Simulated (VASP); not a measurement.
# MgS (Immm) in VASP: further runs, part 2 of 2

VASP 6.6.1. Earlier steps stand in the parts before.

## (4) Single point, PBEsol

This run uses another cell than the first one, of 18.00 Å³/atom, 1.006 times its volume.

Input file INCAR:

```
SYSTEM = MgS
ALGO = Normal
EDIFF = 1E-6
ENCUT = 520
GGA = PS
ISIF = 2
ISMEAR = 0
LASPH = .True.
LCHARG = .False.
LREAL = .False.
LWAVE = .False.
NBANDS = 16
NELM = 100
PREC = Accurate
SIGMA = 0.02
```

Input file KPOINTS:

```
k-points
0
Gamma
  6 6 6
  0 0 0
```

Input file POSCAR:

```
MgS
1.0
    2.7464320246      2.7464320246      0.0000000000
   -2.5648078007      2.5648078007      0.0000000000
    0.0000000000      0.0000000000      5.1095563838
Mg S
2 2
Direct
    0.0000000000      0.0000000000      0.0000000000
    0.5000000000      0.5000000000      0.5000000000
    0.5000000000      0.5000000000      0.0000000000
    0.0000000000      0.0000000000      0.5000000000
```

Potentials or basis: VASP PAW PBE potentials, release 64 (Mg, S).

Run with:

```console
$ cat potpaw_PBE.64/Mg/POTCAR potpaw_PBE.64/S/POTCAR > POTCAR
$ mpirun -np 1 vasp_std > vasp.out
```

OUTCAR:

```text
SYSTEM = MgS
   EDIFF = 1E-6
   ENCUT = 520
   GGA = PS
   ISIF = 2
   ISMEAR = 0
   LASPH = .True.
   LREAL = .False.
   NELM = 100
   PREC = Accurate

 ion  position               nearest neighbor table
   1  0.000  0.000  0.000-   4 2.55   4 2.55   3 2.66   3 2.66   3 2.66   3 2.66
   2  0.500  0.500  0.500-   3 2.55   3 2.55   4 2.66   4 2.66   4 2.66   4 2.66
   3  0.500  0.500  0.000-   2 2.55   2 2.55   1 2.66   1 2.66   1 2.66   1 2.66
   4  0.000  0.000  0.500-   1 2.55   1 2.55   2 2.66   2 2.66   2 2.66   2 2.66

  LATTYP: Found a simple orthorhombic cell.
 ALAT       =     3.6271859766
 B/A-ratio  =     1.0708139705
 C/A-ratio  =     1.4086833200

  Lattice vectors:

 A1 = (   2.5648078007,  -2.5648078007,   0.0000000000)
 A2 = (   2.7464320246,   2.7464320246,   0.0000000000)
 A3 = (   0.0000000000,   0.0000000000,   5.1095563838)

Analysis of symmetry for initial positions (statically):
=====================================================================
 Subroutine PRICEL returns following result:

  LATTYP: Found a body centered orthorhombic cell.
 ALAT       =     3.6271859766
 B/A-ratio  =     1.0708139705
 C/A-ratio  =     1.4086833200

  Lattice vectors:

 A1 = (   2.6556199126,   0.0908121119,  -2.5547781919)
 A2 = (  -2.6556199126,  -0.0908121119,  -2.5547781919)
 A3 = (   0.0908121119,   2.6556199126,   2.5547781919)

   2 primitive cells build up your supercell.

 Routine SETGRP: Setting up the symmetry group for a
 simple orthorhombic supercell.

 Subroutine GETGRP returns: Found  8 space group operations
 (whereof  8 operations were pure point group operations)
 out of a pool of  8 trial point group operations.

The static configuration has the point symmetry D_2h.

Analysis of symmetry for dynamics (positions and initial velocities):
=====================================================================
 Subroutine PRICEL returns following result:

  LATTYP: Found a body centered orthorhombic cell.
 ALAT       =     3.6271859766
 B/A-ratio  =     1.0708139705
 C/A-ratio  =     1.4086833200

  Lattice vectors:

 A1 = (   2.6556199126,   0.0908121119,  -2.5547781919)
 A2 = (  -2.6556199126,  -0.0908121119,  -2.5547781919)
 A3 = (   0.0908121119,   2.6556199126,   2.5547781919)

   2 primitive cells build up your supercell.

 Routine SETGRP: Setting up the symmetry group for a
 simple orthorhombic supercell.

 Subroutine GETGRP returns: Found  8 space group operations
 (whereof  8 operations were pure point group operations)
 out of a pool of  8 trial point group operations.

The dynamic configuration has the point symmetry D_2h.

 Subroutine INISYM returns: Found  8 space group operations
 (whereof  8 operations are pure point group operations),
 and found     2 'primitive' translations

----------------------------------------------------------------------------------------

                                     Primitive cell

  volume of cell :      35.9921

  direct lattice vectors                    reciprocal lattice vectors
[... 38 lines left out ...]
 ===========================================

 Found     64 irreducible k-points:

 Following reciprocal coordinates:
            Coordinates               Weight
  0.000000  0.000000  0.000000      1.000000
  0.166667  0.000000  0.000000      2.000000
  0.333333  0.000000  0.000000      2.000000
  0.500000  0.000000  0.000000      1.000000
  0.000000  0.166667  0.000000      2.000000
  0.166667  0.166667  0.000000      4.000000
[... 16 lines left out ...]
  0.333333  0.166667  0.166667      8.000000
  0.500000  0.166667  0.166667      4.000000
 [... further k-points ...]
   k-points           NKPTS =     64   k-points in BZ     NKDIM =     64   number of bands    NBANDS=     16
   number of dos      NEDOS =    301   number of ions     NIONS =      4
   total plane-waves  NPLWV =  33600
   dimension x,y,z NGX =    30 NGY =   28 NGZ =   40
   dimension x,y,z NGXF=    60 NGYF=   56 NGZF=   80
   ions per type =               2   2
   NGX,Y,Z   is equivalent  to a cutoff of  12.84, 12.83, 13.01 a.u.
   NGXF,Y,Z  is equivalent  to a cutoff of  25.68, 25.67, 26.03 a.u.
 SYSTEM =  MgS
   PREC   = accura    normal or accurate (medium, high low for compatibility)
   ISTART =      0    job   : 0-new  1-cont  2-samecut
   ICHARG =      2    charge: 1-file 2-atom 10-const
   ISPIN  =      1    spin polarized calculation?
   LNONCOLLINEAR =      F non collinear calculations
   LSORBIT =      F    spin-orbit coupling
   LASPH  =      T    aspherical Exc in radial PAW
   ENCUT  =  520.0 eV  38.22 Ry    6.18 a.u.   7.22  6.74  9.50*2*pi/ulx,y,z
   NELM   =    100;   NELMIN=  2; NELMDL= -5     # of ELM steps
   EDIFF  = 0.1E-05   stopping-criterion for ELM
   LREAL  =      F    real-space projection
   EDIFFG = 0.1E-04   stopping-criterion for IOM
   NSW    =      0    number of steps for IOM
   IBRION =     -1    ionic relax: 0-MD 1-quasi-New 2-CG
   NFREE  =      0    steps in history (QN), initial steepest desc. (CG)
   ISIF   =      2    stress and relaxation
   ISYM   =      2    0-nonsym 1-usesym 2-fastsym
   POTIM  = 0.5000    time-step for ionic-motion
   TEBEG  =    0.0;   TEEND  =   0.0 temperature during run
   PSTRESS=    0.0 pullay stress
   NELECT =      16.0000    total number of electrons
   NUPDOWN=      -1.0000    fix difference up-down
   EMIN   =  10.00;   EMAX   =-10.00  energy-range for DOS
   EFERMI =   0.00;   METHOD = LEGACY
   ISMEAR =     0;   SIGMA  =   0.02  broadening in eV -4-tet -1-fermi 0-gaus
   EFERMI_NEDOS =   21; number of points for ismear=-14 and -15
   IALGO  =     38    algorithm
   IMIX   =      4    mixing-type and parameters
     AMIX     =   0.40;   BMIX     =  1.00
     AMIX_MAG =   1.60;   BMIX_MAG =  1.00
  volume/ion in A,a.u.               =      18.00       121.44
  Fermi-wavevector in a.u.,A,eV,Ry     =   0.991675  1.873993 13.380222  0.983419
  Thomas-Fermi vector in A             =   2.123433
   LORBIT       =      0    0 simple, 1 ext, 2 COOP (PROOUT), +10 PAW based schemes
   GGA     = PS    functional components
   LHFCALC =     F    Hartree Fock is set to
   AEXX    =    0.0000 exact exchange contribution
   IVDW    =     0    specifies the selected vdW correction
   LEPSILON=     F    determine dielectric tensor
   LRPA    =     F    only Hartree local field effects (RPA)
 non-spin polarized calculation
 Gauss-broadening in eV      SIGMA  =   0.02
  energy-cutoff  :      520.00
  volume of cell :       71.98
 maximum number of plane-waves:      1968
 NGX is ok and might be reduce to    30
   NGX = 15   NGY = 13   NGZ = 19

 number of electron      15.9999997 magnetization

 Free energy of the ion-electron system (eV)
  ---------------------------------------------------
  ext. energy  EPLUGINS =         0.00000000
  ---------------------------------------------------
  free energy    TOTEN  =       -18.05496308 eV

  energy without entropy =      -18.05496308  energy(sigma->0) =      -18.05496308

 E-fermi :   3.9337     XC(G=0):  -9.7461

 val. band max:        3.8392963226   @ k =   0.0000   0.0000   0.0000
 cond. band min:       5.8898837678   @ k =   0.0000   0.0000   0.0000
 fundamental gap:      2.0505874453
 Fermi energy:         3.9337351643

 k-point     1 :       0.0000    0.0000    0.0000
  band No.  band energies     occupation
      1      -9.0738      2.00000
      2      -7.3589      2.00000
      3      -0.6294      2.00000
      4       1.3244      2.00000
      5       2.1505      2.00000
      6       3.2833      2.00000
[... 433 lines left out ...]
      3      -0.4588      2.00000
      4      -0.4588      2.00000
      5       1.5588      2.00000
      6       1.5588      2.00000
[... 8 lines left out ...]
     15      12.4132      0.00000
     16      12.4132      0.00000

 [... further k-points ...]

------------------------ aborting loop because EDIFF is reached ----------------------------------------

  FORCE on cell =-STRESS in cart. coord.  units (eV):
  Direction    XX          YY          ZZ          XY          YZ          ZX
  --------------------------------------------------------------------------------------
  -------------------------------------------------------------------------------------
  Total       -1.6019650     -1.6019650     -0.0906765     -1.5147788      0.0000000      0.0000000
  in kB      -35.6555172    -35.6555172     -2.0182195    -33.7149814      0.0000000      0.0000000
  external PRESSURE =     -24.4430846 kB  Pullay stress =       0.0000000 kB

 VOLUME and BASIS-vectors are now :
 -----------------------------------------------------------------------------
  energy-cutoff  :      520.00
  volume of cell :       71.98
      direct lattice vectors                 reciprocal lattice vectors
     2.746432025  2.746432025  0.000000000     0.182054387  0.182054387  0.000000000
    -2.564807801  2.564807801  0.000000000    -0.194946382  0.194946382  0.000000000
     0.000000000  0.000000000  5.109556384     0.000000000  0.000000000  0.195711707

 POSITION                                       TOTAL-FORCE (eV/Angst)
 -----------------------------------------------------------------------------------
      0.00000      0.00000      0.00000         0.000000     -0.000000      0.000000
      0.09081      2.65562      2.55478         0.000000      0.000000      0.000000
      0.09081      2.65562      0.00000        -0.000000     -0.000000     -0.000000
      0.00000      0.00000      2.55478         0.000000     -0.000000     -0.000000
 -----------------------------------------------------------------------------------
    total drift:                               -0.000000      0.000000      0.000000

  FREE ENERGIE OF THE ION-ELECTRON SYSTEM (eV)
  ---------------------------------------------------
  free  energy   TOTEN  =       -18.0549630765 eV

  energy  without entropy=      -18.0549630765  energy(sigma->0) =      -18.05496308
```

OSZICAR:

```text
N       E                     dE             d eps       ncg     rms          rms(c)
DAV:   1     0.576257726937E+02    0.57626E+02   -0.63695E+03  2056   0.830E+02
DAV:   2    -0.139173741961E+02   -0.71543E+02   -0.65111E+02  2928   0.139E+02
DAV:   3    -0.187804212529E+02   -0.48630E+01   -0.48418E+01  2696   0.392E+01
DAV:   4    -0.188274010621E+02   -0.46980E-01   -0.46973E-01  2480   0.476E+00
DAV:   5    -0.188280947597E+02   -0.69370E-03   -0.69369E-03  2728   0.586E-01    0.572E+00
DAV:   6    -0.181455789756E+02    0.68252E+00   -0.90096E-01  2200   0.451E+00    0.414E+00
DAV:   7    -0.180613487718E+02    0.84230E-01   -0.28642E-01  2504   0.257E+00    0.259E+00
DAV:   8    -0.180561365297E+02    0.52122E-02   -0.26154E-02  2384   0.926E-01    0.122E+00
DAV:   9    -0.180549794461E+02    0.11571E-02   -0.20957E-03  2352   0.280E-01    0.285E-01
DAV:  10    -0.180549611538E+02    0.18292E-04   -0.32599E-04  2600   0.865E-02    0.369E-02
DAV:  11    -0.180549651408E+02   -0.39870E-05   -0.65768E-06  2560   0.154E-02    0.362E-02
DAV:  12    -0.180549632661E+02    0.18747E-05   -0.23545E-06  2096   0.795E-03    0.112E-02
DAV:  13    -0.180549630765E+02    0.18958E-06   -0.36424E-07  1264   0.326E-03
   1 F= -.18054963E+02 E0= -.18054963E+02  d E =-.108306E-13
```

stdout:

```text
POSCAR found type information on POSCAR MgS
 POSCAR found :  2 types and       4 ions
 scaLAPACK will be used
 -----------------------------------------------------------------------------
|                                                                             |
|                                                                             |
|     You enforced a specific xc type in the INCAR file but a different       |
|     I HOPE YOU KNOW WHAT YOU ARE DOING!                                     |
|                                                                             |
 -----------------------------------------------------------------------------

 LDA part: xc-table for (Slater+PW92), standard interpolation
 POSCAR, INCAR and KPOINTS ok, starting setup
 FFT: planning ... GRIDC
 FFT: planning ... GRID_SOFT
 FFT: planning ... GRID
 WAVECAR not read
 entering main loop
```

Wall time 92 s (1 thread of Intel Xeon 8259CL, shared host); peak memory 0.22 GiB.

What came out:

```
Free energy            : -18.0550 eV
Pressure               : -2.4 GPa
Band gap on the k mesh : 2.05 eV
```

Caveat: the PAW data sets were made with another functional, which shifts forces and pressure a little. A k mesh can miss the band edges.
